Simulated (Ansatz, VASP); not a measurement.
Ti in VASP and in Ansatz

Contents of INCAR:

```
PREC = Accurate ; ENCUT = 520
EDIFF = 1E-6 ; ISMEAR = 0
SIGMA = 0.6 ; LREAL = F
LASPH = T ; NELM = 80
ALGO = Normal ; ISIF = 2
LWAVE = F ; LCHARG = F
GGA = PE ; NBANDS = 19
```

File KPOINTS:

```
Automatic mesh
0
Gamma
  12 12 7
```

The input POSCAR:

```
Ti
1.0
    2.9390756844      0.0000000000      0.0000000000
   -1.4695378422      2.5453142064      0.0000000000
    0.0000000000      0.0000000000      4.6559893251
Ti
2
Direct
    0.3333333333      0.6666666667      0.2500000000
    0.6666666667      0.3333333333      0.7500000000
```

Input for Ansatz:

```yaml
crystal:
  lattice:
    - [2.9390756844, 0.0, 0.0]
    - [-1.4695378422, 2.5453142064, 0.0]
    - [0.0, 0.0, 4.6559893251]
  atoms:
    - { symbol: Ti, position: [0.3333333333, 0.6666666667, 0.25] }
    - { symbol: Ti, position: [0.6666666667, 0.3333333333, 0.75] }
hamiltonian:
  xc: pbe
  pseudopotentials:
    kind: paw
    azcp:
      Ti: "pseudopotentials/Ti.paw.azcp"
basis:
  ecutwfc: 420
  fft_grid_basis: typed
kpoints:
  mp_grid: { grid: [12, 12, 7], shift: [0, 0, 0] }
magnetization:
  spin_polarized: false
scf:
  occupations: { method: gaussian, width: 0.6 }
  lower_state_search: "off"
output:
  stress: true
```

Alike in both runs: task single point; functional PBE; k mesh 12 × 12 × 7; occupations gaussian, width 0.6 eV; no spin polarisation.

|  | VASP | Ansatz |
| --- | --- | --- |
| version | VASP 6.6.1 | Ansatz 0.2.0 |
| potentials or method | VASP PAW PBE potentials, release 64 (Ti_sv), cutoff 520 eV | plane waves (420 eV) with PAW, scalar-relativistic |
| valence electrons in the cell | 24 | 24 |

```csv
,VASP,Ansatz,Ansatz less VASP
pressure (GPa),0.9,1.2,+0.23
"traceless stress, the component that is largest in VASP (GPa)",0.50,0.51,+0.003
```

With one functional, cell and mesh, what is left measures potentials, basis and numerics.
